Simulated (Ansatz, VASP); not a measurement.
## One calculation of MnS, two programs

Contents of INCAR:

```
SYSTEM = MnS
  PREC = Accurate
  ENCUT = 520
  EDIFF = 1E-7
  ISMEAR = -1
  SIGMA = 0.05
  LREAL = .False.
  LASPH = .True.
  NELM = 150
  ALGO = Normal
  ISIF = 2
  LWAVE = .False.
  LCHARG = .False.
  ISPIN = 2
  MAGMOM = 5.5 0
  LORBIT = 11
  LMAXMIX = 4
  GGA = PS
  NBANDS = 20
```

The input KPOINTS:

```
regular mesh
0
Gamma
  9 9 9
  0 0 0
```

Contents of POSCAR:

```
MnS
1.0
    0.0000000000      2.4734634191      2.4734634191
    2.4734634191      0.0000000000      2.4734634191
    2.4734634191      2.4734634191      0.0000000000
Mn S
1 1
Direct
    0.0000000000      0.0000000000      0.0000000000
    0.7500000000      0.7500000000      0.7500000000
```

File input.yaml:

```yaml
crystal:
  lattice:
    - [0.0, 2.4734634191, 2.4734634191]
    - [2.4734634191, 0.0, 2.4734634191]
    - [2.4734634191, 2.4734634191, 0.0]
  atoms:
    - { symbol: Mn, position: [0.0, 0.0, 0.0], spin: 5.5 }
    - { symbol: S, position: [0.75, 0.75, 0.75] }
hamiltonian:
  xc: pbesol
  pseudopotentials: { kind: paw }
magnetization:
  spin_polarized: true
kpoints:
  mp_grid: { grid: [9, 9, 9] }
scf:
  occupations: { method: fermi_dirac, width: 0.05 }
output:
  forces: true
  stress: true
  eigenvalues: true
```

Alike in both runs: task single point; functional PBEsol; k mesh 9 × 9 × 9; occupations fermi-dirac, width 0.05 eV; collinear spin.

```csv
,VASP,Ansatz
version,VASP 6.6.1,Ansatz 0.2.0
potentials or method,"VASP PAW PBE potentials, release 64 (Mn_pv, S)",Ansatz PAW
plane-wave cutoff (eV),520,420
valence electrons in the cell,19,21
```

|  | VASP | Ansatz | Ansatz less VASP |
| --- | --- | --- | --- |
| gap on the k mesh at the Fermi level (eV) | none | none | - |
| pressure (GPa) | -2.8 | -3.0 | -0.20 |
| net moment per atom (μB) | 0.12 | 0.12 | +0.002 |
| size of the moment on the site where the two differ most (μB) | 0.23 | 0.20 | -0.020 |

VASP's potentials were made for PBE, not for PBEsol. Site moments also hang on the region over which each program counts them. A gap of «none» marks a metal or a gap that the smearing closes. VASP's potentials hold 19 valence electrons a cell and Ansatz's 21, so a difference there can come from the potentials and not from the codes.
